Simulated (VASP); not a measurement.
A run of VASP 6.6.1 is set up as follows.

Contents of INCAR:

```
PREC = Accurate ; ENCUT = 520
EDIFF = 1E-7 ; ISMEAR = -1
SIGMA = 0.05 ; LREAL = Auto
LASPH = T ; NELM = 60
ALGO = Normal ; ISIF = 2
LWAVE = F ; LCHARG = F
GGA = PE ; IVDW = 12
NBANDS = 56
```

File KPOINTS:

```
regular mesh
0
Gamma
  2 2 2
```

Contents of POSCAR:

```
H7C6O8
1.0
    5.2658520000      0.0000000000      0.0000000000
    0.4708210000      5.4317370000      0.0000000000
    2.0503980000      2.5584150000      7.9336630000
H C O
7 6 8
Direct
    0.9142138235      0.2909351005      0.5655521289
    0.0116416514      0.6677553118      0.4311375464
    0.4756347407      0.2527784758      0.3342592192
    0.5524495303      0.5425210654      0.2012059247
    0.5110251146      0.5475453761      0.7800054023
    0.7596500287      0.0490743144      0.9866816879
    0.2828483906      0.9380338861      0.0215159126
    0.7964598390      0.4132512360      0.3738752201
    0.2024124284      0.5631191915      0.6355828323
    0.6340413233      0.3678930042      0.2615689625
    0.3519485855      0.6550882715      0.7406667009
    0.8049786450      0.2508336132      0.1291963120
    0.1973800680      0.7870055164      0.8545107096
    0.9093828862      0.6264605353      0.3351415355
    0.1101195672      0.3412896680      0.6701822349
    0.8098652682      0.2266409051      0.5032984134
    0.1538499021      0.7280947006      0.5079242716
    0.0394223755      0.2582755316      0.1019831571
    0.9600109886      0.7985679603      0.8866774402
    0.6639214418      0.1650145286      0.0458426328
    0.3613623429      0.8248436500      0.9527251158
```

Potentials or basis: VASP PAW PBE potentials, release 64 (H, C, O).

Launch:

```sh
$ cat potpaw_PBE.64/H/POTCAR potpaw_PBE.64/C/POTCAR potpaw_PBE.64/O/POTCAR > POTCAR
$ mpirun -np 1 vasp_std > vasp.out
```

Problem. Estimate the dispersion energy per atom.

Solution. -0.059 eV.

Problem. What does it give for the pressure?

Solution. 3.0 GPa.

Problem. Estimate the band gap on the k mesh.

Solution. Zero (an odd number of electrons rules out a gap without spin polarisation).

Problem. Predict the largest force.

Solution. 3.824 eV/Å.

Forces on the atoms (eV/Å):
```
H    1.269 -0.211  1.257
H    0.854  0.042  0.184
H   -1.499 -1.334  1.388
H   -0.766  1.664 -1.300
H    1.740 -0.776  0.278
H    0.851 -0.826 -0.774
H   -0.473  0.004 -0.124
C   -1.245  0.467 -2.556
C    0.174 -0.541  1.426
C    2.350 -0.496 -0.336
C   -3.046 -0.543 -0.876
C   -1.493  0.703  0.228
C    2.608 -1.110  0.915
O   -0.717  0.264 -0.515
O    0.881 -0.721  1.523
O   -0.166 -1.017  1.496
O   -0.222  2.880 -2.506
O    1.692 -0.808 -0.244
O   -1.349  1.204  0.126
O   -0.615  0.829  1.131
O   -0.828  0.325 -0.722
```

Caveat: the k points lie up to 0.61 Å⁻¹ apart, too coarse for converged energies and pressures of a metal; the atoms stand as in a frame of molecular dynamics; an odd number of electrons without spin polarisation forces a metal; a magnetic or distorted state may lie lower.
